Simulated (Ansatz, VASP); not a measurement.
# HfN in VASP and in Ansatz

```
CELL_PARAMETERS angstrom
0.00000 2.19123 2.19123
2.25900 -0.06777 2.25900
2.25900 2.25900 -0.06777
ATOMIC_POSITIONS crystal
Hf 0.00000 0.00000 0.00000
N 0.50000 0.50000 0.50000
```

Change from the starting cell: strain -0.0600 x Voigt [0, 0, 0, 1, 0, 0], atoms carried along.

Alike in both runs: task single point; functional LDA; k mesh 18 × 18 × 18; occupations gaussian, width 0.15 eV; no spin polarisation.

|  | VASP | Ansatz |
| --- | --- | --- |
| version | VASP 6.6.1 | Ansatz 0.2.0 |
| potentials or method | VASP PAW LDA potentials, release 64 (Hf_pv, N), cutoff 520 eV | scalar-relativistic, plane waves, PAW |
| valence electrons in the cell | 15 | 31 |

```csv
,VASP,Ansatz,Ansatz less VASP
gap on the k mesh at the Fermi level (eV),none,none,-
pressure (GPa),-10.3,-9.0,+1.25
"traceless stress, the component that is largest in VASP (GPa)",7.64,7.51,-0.131
```

LDA's correlation is that of Perdew and Zunger in VASP and of Perdew and Wang (1992) in Ansatz. A gap of «none» marks a metal or a gap that the smearing closes. VASP's potentials hold 15 valence electrons a cell and Ansatz's 31, so a difference there can come from the potentials and not from the codes.

Neither program's run includes spin-orbit coupling.
